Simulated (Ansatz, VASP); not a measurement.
**In2As3 in VASP and in Ansatz**

File INCAR:

```
  PREC = Accurate
  ENCUT = 520
  EDIFF = 1E-6
  ISMEAR = 0
  SIGMA = 0.1
  LREAL = False
  LASPH = True
  NELM = 100
  ALGO = Normal
  ISIF = 2
  LWAVE = False
  LCHARG = False
  GGA = PE
  NBANDS = 28
```

The input KPOINTS:

```
regular mesh
0
Gamma
  6 6 4
```

POSCAR

```
In2As3
1.0
    4.7554901000      0.0000000000      0.0000000000
   -2.3777450500      4.1183752300      0.0000000000
    0.0000000000      0.0000000000      5.7418136400
In As
2 3
Direct
    0.3333333300      0.6666666700      0.1380000000
    0.6666666700      0.3333333300      0.8620000000
    0.0000000000      0.0000000000      0.0000000000
    0.3333333300      0.6666666700      0.6250000000
    0.6666666700      0.3333333300      0.3750000000
```

Input for Ansatz:

```yaml
crystal:
  lattice:
    - [4.7554901, 0.0, 0.0]
    - [-2.37774505, 4.11837523, 0.0]
    - [0.0, 0.0, 5.74181364]
  atoms:
    - { symbol: In, position: [0.33333333, 0.66666667, 0.138] }
    - { symbol: In, position: [0.66666667, 0.33333333, 0.862] }
    - { symbol: As, position: [0.0, 0.0, 0.0] }
    - { symbol: As, position: [0.33333333, 0.66666667, 0.625] }
    - { symbol: As, position: [0.66666667, 0.33333333, 0.375] }
basis:
  ecutwfc: 420
kpoints:
  mp_grid: { grid: [6, 6, 4] }
hamiltonian:
  xc: pbe
scf:
  occupations: { method: gaussian, width: 0.1 }
  lower_state_search: "off"
output:
  forces: true
  stress: true
  eigenvalues: true
```

Change from the starting cell: species swapped into the Ga3Ni2 type (P-3m1, No. 164).

Alike in both runs: task single point; functional PBE; k mesh 6 × 6 × 4; occupations gaussian, width 0.1 eV; no spin polarisation.

|  | VASP | Ansatz |
| --- | --- | --- |
| version | VASP 6.6.1 | Ansatz 0.2.0 |
| potentials or method | VASP PAW PBE potentials, release 64 (In_d, As), cutoff 520 eV | scalar-relativistic, plane waves, PAW |
| valence electrons in the cell | 41 | 71 |

Ansatz gave:

```
gap on the k mesh at the Fermi level (eV)                     : none
pressure (GPa)                                                : 6.2
traceless stress, the component that is largest in VASP (GPa) : 0.71
rms of the force components (eV/Å)                            : 0.414
```

Task: What did VASP give for the same quantities?

Result: gap on the k mesh at the Fermi level (eV): none; pressure (GPa): 6.3; traceless stress, the component that is largest in VASP (GPa): 0.71; rms of the force components (eV/Å): 0.415.

Atom by atom the forces differ by 0.001 eV/Å (rms over components). A gap of «none» marks a metal or a gap that the smearing closes. The functional is the same, so the differences come from potentials, cutoffs and numerics. VASP's potentials hold 41 valence electrons a cell and Ansatz's 71, so a difference there can come from the potentials and not from the codes.
